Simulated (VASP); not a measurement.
Runs of VASP 6.6.1 on MoS2. The structure is that of space group P-6m2 (No. 187), or close to it. The cells are those of the table. 

```tsv
task	cell	k mesh	smearing	gap on the mesh (eV)	pressure (GPa)	largest force (eV/Å)
single point	a = 3.150, b = 3.150, c = 6.647 Å, angles 90.0, 90.0, 120.0°, 3 atoms	12 × 12 × 4	gaussian 0.01 eV	1.22	-0.1	0.01
relaxation of the atoms	atoms relaxed from a = 3.150, b = 3.150, c = 6.847 Å, angles 90.0, 90.0, 120.0°, 3 atoms	12 × 12 × 4	gaussian 0.02 eV	(a)	-0.5	-
single point	a = 3.149, b = 3.149, c = 6.689 Å, angles 90.0, 90.0, 120.0°, 3 atoms	12 × 12 × 2	gaussian 0.02 eV	1.25	-0.1	0.01
single point	a = 3.150, b = 3.150, c = 6.647 Å, angles 90.0, 90.0, 120.0°, 3 atoms	12 × 12 × 4	gaussian 0.02 eV	1.22	-0.1	0.01
```

Alike in all rows: level PBE+D3(BJ); potentials or basis VASP PAW PBE potentials, release 64 (Mo_sv, S); no spin polarisation; cutoff (eV) 520.

**Question.** Estimate the missing entries.

**Answer.** (a) 1.37.

Caveats: some runs use coarse meshes.

A k mesh can miss the band edges, and the runs leave out spin-orbit coupling on Mo.
